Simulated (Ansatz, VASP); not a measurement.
## LiF: VASP beside Ansatz

INCAR

```
PREC = Accurate ; ENCUT = 520
EDIFF = 1E-6 ; ISMEAR = -1
SIGMA = 0.05 ; LREAL = False
LASPH = True ; NELM = 80
ALGO = Normal ; ISIF = 2
LWAVE = False ; LCHARG = True
LELF = True ; LVHAR = True
NBANDS = 12
```

Contents of KPOINTS:

```
regular mesh
0
Gamma
  11 11 11
```

POSCAR

```
LiF
1.0
    0.0000000000      2.0004828142      2.0004828142
    2.0004828142      0.0000000000      2.0004828142
    2.0004828142      2.0004828142      0.0000000000
F Li
1 1
Direct
    0.5000000000      0.5000000000      0.5000000000
    0.0000000000      0.0000000000      0.0000000000
```

The input input.yaml:

```yaml
crystal:
  lattice:
    - [0.0, 2.0004828142, 2.0004828142]
    - [2.0004828142, 0.0, 2.0004828142]
    - [2.0004828142, 2.0004828142, 0.0]
  atoms:
    - { symbol: F, position: [0.5, 0.5, 0.5] }
    - { symbol: Li, position: [0.0, 0.0, 0.0] }
kpoints:
  mp_grid: { grid: [11, 11, 11] }
scf:
  occupations: { method: fermi_dirac, width: 0.05 }
hamiltonian:
  xc: lda
  pseudopotentials: { kind: all_electron, lapw: { basis_error: 0.001 } }
output:
  forces: true
  stress: true
  eigenvalues: true
```

Change from the starting cell: volume scaled by 0.98.

Alike in both runs: task single point; functional LDA; k mesh 11 × 11 × 11; occupations fermi-dirac, width 0.05 eV; no spin polarisation.

```csv
,VASP,Ansatz
version,VASP 6.6.1,Ansatz 0.2.0
potentials or method,"VASP PAW LDA potentials, release 64 (F, Li_sv), cutoff 520 eV","all-electron LAPW, scalar-relativistic"
```

VASP gave:

- gap on the k mesh at the Fermi level (eV): 9.02
- least direct gap on the mesh (eV): 9.02

Q: Which values does Ansatz return?

A: gap on the k mesh at the Fermi level (eV): 9.00; least direct gap on the mesh (eV): 9.00.

LDA's correlation is that of Perdew and Zunger in VASP and of Perdew and Wang (1992) in Ansatz. Ansatz ran all-electron here, and VASP with PAW potentials.

Noted on VASP's run: the cutoff is short for stress, so the pressure is rough.
